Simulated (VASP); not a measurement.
Write the native input for VASP 6.6.1 that does the following.

| Property | Result |
| --- | --- |
| Task | single point |
| Functional | BLYP |
| Potentials or basis | VASP PAW PBE potentials, release 64 (Hf_pv) |
| Cutoff | 520 eV |
| k mesh | 10 × 10 × 10 |
| Occupations | fermi-dirac, width 0.05 eV |
| Spin | no spin polarisation |
| Dipole correction | no |
| Further INCAR settings | ALGO = Fast; EDIFF = 1e-07; NBANDS = 11 |

The structure of Hf lies in POSCAR:

```
Hf
1.0
   -1.8050000000      1.8050000000      1.8050000000
    1.8050000000     -1.8050000000      1.8050000000
    1.8050000000      1.8050000000     -1.8050000000
Hf
1
Direct
    0.0000000000      0.0000000000      0.0000000000
```

These files were run (other wordings do the same):

INCAR

```
SYSTEM = Hf
PREC = Accurate
ENCUT = 520
EDIFF = 1E-7
ISMEAR = -1
SIGMA = 0.05
LREAL = .False.
LASPH = .True.
NELM = 80
ALGO = Fast
ISIF = 2
LWAVE = .False.
LCHARG = .True.
GGA = B5
ALDAX = 1.0
AGGAX = 1.0
AGGAC = 1.0
ALDAC = 0.0
LELF = .True.
LVHAR = .True.
NBANDS = 11
```

KPOINTS

```
regular mesh
0
Gamma
  10 10 10
  0 0 0
```

Potentials or basis: VASP PAW PBE potentials, release 64 (Hf_pv).

Run with:

```console
$ cat potpaw_PBE.64/Hf_pv/POTCAR > POTCAR
$ mpirun -np 1 vasp_std > vasp.out
```

It gave:

```
Pressure               : -2.5 GPa
Band gap on the k mesh : zero (band 5 reaches 6.13 eV, above the bottom of band 6 at 4.06 eV)
```

Caveat: the PAW data sets were made with another functional, which shifts forces and pressure a little; spin-orbit coupling is left out, which moves the levels of the heavy elements.

Wall time 24 s on 1 thread of Intel Xeon 8259CL, with other jobs on the host, peak memory 0.14 GiB.
